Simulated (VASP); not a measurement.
Set up this calculation in VASP 6.6.1, as the native input.

```
Task                   : single point
Functional             : PBE
Potentials or basis    : VASP PAW PBE potentials, release 64 (Y_sv)
Cutoff                 : 520 eV
k mesh                 : 10 × 10 × 6
Occupations            : fermi-dirac, width 0.2 eV
Spin                   : no spin polarisation
Dipole correction      : no
Further INCAR settings : ALGO = Normal; EDIFF = 1e-06; NBANDS = 18
```

The structure of Y lies in POSCAR:

```
Y
1.0
    3.6535431712      0.0000000000      0.0000000000
   -1.8267715856      3.1640612001      0.0000000000
    0.0000000000      0.0000000000      5.6988610241
Y
2
Direct
    0.3333333333      0.6666666667      0.2500000000
    0.6666666667      0.3333333333      0.7500000000
```

One way to write it, as run:

INCAR

```
ALGO = Normal ; EDIFF = 1E-6
ENCUT = 520 ; GGA = PE
ISIF = 2 ; ISMEAR = -1
LASPH = True ; LCHARG = False
LREAL = False ; LWAVE = False
NBANDS = 18 ; NELM = 100
PREC = Accurate ; SIGMA = 0.2
```

KPOINTS

```
k-points
0
Gamma
  10 10 6
```

Potentials or basis: VASP PAW PBE potentials, release 64 (Y_sv).

Launch:

```sh
$ cat potpaw_PBE.64/Y_sv/POTCAR > POTCAR
$ mpirun -np 1 vasp_std > vasp.out
```

Results of the run:

| Item | Value |
| --- | --- |
| Pressure | 0.2 GPa |
| Band gap on the k mesh | zero (bands 11 and 12 overlap by 1.45 eV) |

It took 2.8 min on 1 thread of Intel Xeon 8259CL, on a shared host, peak memory 0.22 GiB.
